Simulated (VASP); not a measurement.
# Mo (P6_3/mmc) in VASP: relaxation of shape and atoms at fixed volume with r2SCAN

Aim: the relaxation of shape and atoms at fixed volume of Mo with r2SCAN.

Everything below comes from runs of VASP 6.6.1. Logs are shortened: lines on timing, memory, paths and dates and some standing lists are left out, and cuts for length are marked.

### Step 1. The cell of the first run

Symmetry: P6_3/mmc, No. 194, hexagonal system. Conventional cell: a = 2.736 Å, b = 2.736 Å, c = 4.930 Å, α = 90.00°, β = 90.00°, γ = 120.00°. Within 3.6 Å of Mo (site symmetry -6m2) lie 12 Mo at 2.74 to 2.93 Å.

This isn't the form of Mo at room conditions, which is bcc.

### Step 2. Relaxation of shape and atoms at fixed volume, r2SCAN (15.98 Å³/atom)

Input file POSCAR:

```
Mo
1.0
    2.7359957882      0.0000000000      0.0000000000
   -1.3679978941      2.3694418572      0.0000000000
    0.0000000000      0.0000000000      4.9295263836
Mo
2
Direct
    0.3333333333      0.6666666667      0.7500000000
    0.6666666667      0.3333333333      0.2500000000
```

Input file INCAR.step1:

```
SYSTEM = Mo
ALGO = Normal ; EDIFF = 1E-4
ENCUT = 600 ; GGA = PE
ISMEAR = 0 ; LASPH = .True.
LCHARG = .False. ; LREAL = .False.
LWAVE = .True. ; NELM = 100
PREC = Accurate ; SIGMA = 0.05
```

Input file INCAR.step2:

```
SYSTEM = Mo
ALGO = Normal ; EDIFF = 1E-7
EDIFFG = -0.01 ; ENCUT = 600
IBRION = 2 ; ISIF = 4
ISMEAR = 0 ; ISTART = 1
LASPH = .True. ; LCHARG = .False.
LMIXTAU = .True. ; LREAL = .False.
LWAVE = .False. ; METAGGA = R2SCAN
NELM = 100 ; NSW = 60
PREC = Accurate ; SIGMA = 0.05
```

Input file KPOINTS:

```
k-points
0
Gamma
  18 18 8
  0 0 0
```

Potentials or basis: VASP PAW PBE potentials, release 64 (Mo_sv).

Launch:

```
cat potpaw_PBE.64/Mo_sv/POTCAR > POTCAR
cp INCAR.step1 INCAR
mpirun -np 1 vasp_std > vasp.out
cp INCAR.step2 INCAR
mpirun -np 1 vasp_std > vasp.out
```

OUTCAR:

```text
SYSTEM = Mo
   EDIFF = 1E-7
   EDIFFG = -0.01
   ENCUT = 600
   IBRION = 2
   ISIF = 4
   ISMEAR = 0
   ISTART = 1
   LASPH = .True.
   LREAL = .False.
   METAGGA = R2SCAN
   NELM = 100
   NSW = 60
   PREC = Accurate

 ion  position               nearest neighbor table
   1  0.333  0.667  0.750-   2 2.93   2 2.93   2 2.93   2 2.93   2 2.93   2 2.93
   2  0.667  0.333  0.250-   1 2.93   1 2.93   1 2.93   1 2.93   1 2.93   1 2.93

  LATTYP: Found a hexagonal cell.
 ALAT       =     2.7359957882
 C/A-ratio  =     1.8017302530

  Lattice vectors:

 A1 = (   2.7359957882,   0.0000000000,   0.0000000000)
 A2 = (  -1.3679978941,   2.3694418572,   0.0000000000)
 A3 = (   0.0000000000,   0.0000000000,   4.9295263836)

Analysis of symmetry for initial positions (statically):
=====================================================================
 Subroutine PRICEL returns:
 Original cell was already a primitive cell.

 Routine SETGRP: Setting up the symmetry group for a
 hexagonal supercell.

 Subroutine GETGRP returns: Found 24 space group operations
 (whereof 12 operations were pure point group operations)
 out of a pool of 24 trial point group operations.

The static configuration has the point symmetry D_3d.
 The point group associated with its full space group is D_6h.

Analysis of symmetry for dynamics (positions and initial velocities):
=====================================================================
 Subroutine PRICEL returns:
 Original cell was already a primitive cell.

 Routine SETGRP: Setting up the symmetry group for a
 hexagonal supercell.

 Subroutine GETGRP returns: Found 24 space group operations
 (whereof 12 operations were pure point group operations)
 out of a pool of 24 trial point group operations.

The dynamic configuration has the point symmetry D_3d.
 The point group associated with its full space group is D_6h.

 Subroutine INISYM returns: Found 24 space group operations
 (whereof 12 operations are pure point group operations),
 and found     1 'primitive' translations

----------------------------------------------------------------------------------------

                                     Primitive cell

  volume of cell :      31.9570

  direct lattice vectors                    reciprocal lattice vectors
     2.735995788  0.000000000  0.000000000     0.365497639  0.211020160  0.000000000
    -1.367997894  2.369441857  0.000000000     0.000000000  0.422040320  0.000000000
     0.000000000  0.000000000  4.929526384     0.000000000  0.000000000  0.202859245

[... 84 lines left out ...]
   LREAL  =      F    real-space projection
   EDIFFG = -.1E-01   stopping-criterion for IOM
   NSW    =     60    number of steps for IOM
   IBRION =      2    ionic relax: 0-MD 1-quasi-New 2-CG
   NFREE  =      1    steps in history (QN), initial steepest desc. (CG)
   ISIF   =      4    stress and relaxation
   ISYM   =      2    0-nonsym 1-usesym 2-fastsym
   POTIM  = 0.5000    time-step for ionic-motion
   TEBEG  =    0.0;   TEEND  =   0.0 temperature during run
   PSTRESS=    0.0 pullay stress
   NELECT =      28.0000    total number of electrons
   NUPDOWN=      -1.0000    fix difference up-down
   EMIN   =  10.00;   EMAX   =-10.00  energy-range for DOS
   EFERMI =   0.00;   METHOD = LEGACY
   ISMEAR =     0;   SIGMA  =   0.05  broadening in eV -4-tet -1-fermi 0-gaus
   EFERMI_NEDOS =   21; number of points for ismear=-14 and -15
   IALGO  =     38    algorithm
   IMIX   =      4    mixing-type and parameters
     AMIX     =   0.40;   BMIX     =  1.00
     AMIX_MAG =   1.60;   BMIX_MAG =  1.00
  volume/ion in A,a.u.               =      15.98       107.83
  Fermi-wavevector in a.u.,A,eV,Ry     =   1.566530  2.960312 33.388903  2.454015
  Thomas-Fermi vector in A             =   2.668844
   LORBIT       =      0    0 simple, 1 ext, 2 COOP (PROOUT), +10 PAW based schemes
   METAGGA = R2SCAN    functional components
   LHFCALC =     F    Hartree Fock is set to
   AEXX    =    0.0000 exact exchange contribution
   IVDW    =     0    specifies the selected vdW correction
   LEPSILON=     F    determine dielectric tensor
   LRPA    =     F    only Hartree local field effects (RPA)
 conjugate gradient relaxation of ions
 non-spin polarized calculation
 Gauss-broadening in eV      SIGMA  =   0.05
  energy-cutoff  :      600.00
  volume of cell :       31.96
 maximum number of plane-waves:      1095
 NGX is ok and might be reduce to    24
   NGX = 11   NGY = 11   NGZ = 19

 number of electron      27.9999998 magnetization

 Free energy of the ion-electron system (eV)
  ---------------------------------------------------
  ext. energy  EPLUGINS =         0.00000000
  ---------------------------------------------------
  free energy    TOTEN  =       -51.16500651 eV

  energy without entropy =      -51.16232080  energy(sigma->0) =      -51.16366366

 E-fermi :  11.9701     XC(G=0): -14.4646

 val. band max:       11.9549325703   @ k =   0.3333   0.1111   0.5000
 cond. band min:      11.9715869363   @ k =   0.4444   0.1111   0.1250
 fundamental gap:      0.0166543660
 Fermi energy:        11.9701286471

 k-point     1 :       0.0000    0.0000    0.0000
  band No.  band energies     occupation
      1     -50.9011      2.00000
      2     -50.7337      2.00000
      3     -24.7570      2.00000
      4     -23.6468      2.00000
      5     -23.4153      2.00000
      6     -23.4152      2.00000
[... 481 lines left out ...]
      5     -24.1608      2.00000
      6     -23.8848      2.00000
[... 10 lines left out ...]
     17      15.3912      0.00000
     18      16.1338      0.00000

 [... further k-points ...]

------------------------ aborting loop because EDIFF is reached ----------------------------------------

  FORCE on cell =-STRESS in cart. coord.  units (eV):
  Direction    XX          YY          ZZ          XY          YZ          ZX
  --------------------------------------------------------------------------------------
  -------------------------------------------------------------------------------------
  Total        0.1799956      0.1799956      0.1966548      0.0000000      0.0000000      0.0000000
  in kB        9.0241385      9.0241385      9.8593524      0.0000000      0.0000000      0.0000000
  external PRESSURE =       9.3025431 kB  Pullay stress =       0.0000000 kB

 VOLUME and BASIS-vectors are now :
 -----------------------------------------------------------------------------
  energy-cutoff  :      600.00
  volume of cell :       31.96
      direct lattice vectors                 reciprocal lattice vectors
     2.735995788  0.000000000  0.000000000     0.365497639  0.211020160  0.000000000
    -1.367997894  2.369441857  0.000000000     0.000000000  0.422040320  0.000000000
     0.000000000  0.000000000  4.929526384     0.000000000  0.000000000  0.202859245

 POSITION                                       TOTAL-FORCE (eV/Angst)
 -----------------------------------------------------------------------------------
     -0.00000      1.57963      3.69714        -0.000000      0.000000      0.000000
      1.36800      0.78981      1.23238         0.000000     -0.000000      0.000000
 -----------------------------------------------------------------------------------
    total drift:                               -0.000000      0.000000     -0.000000

  FREE ENERGIE OF THE ION-ELECTRON SYSTEM (eV)
  ---------------------------------------------------
  free  energy   TOTEN  =       -51.1650065120 eV

  energy  without entropy=      -51.1623208017  energy(sigma->0) =      -51.16366366

 reached required accuracy - stopping structural energy minimisation
```

Wall time 14 min (1 thread of Intel Xeon 8259CL, shared host); peak memory 0.25 GiB.

Results:

```yaml
Free_energy: -51.1650 eV
Pressure_after_relaxing: 0.9 GPa
Band_gap_on_the_k_mesh: zero (bands 14 and 15 overlap by 2.07 eV)
```

Final structure:
```
Mo
1.0
     2.73600    0.00000    0.00000
    -1.36800    2.36944    0.00000
     0.00000    0.00000    4.92953
Mo
2
Direct
  0.33333 0.66667 0.75000
  0.66667 0.33333 0.25000
```

Caveat: the PAW data sets were made with another functional, which shifts forces and pressure a little.
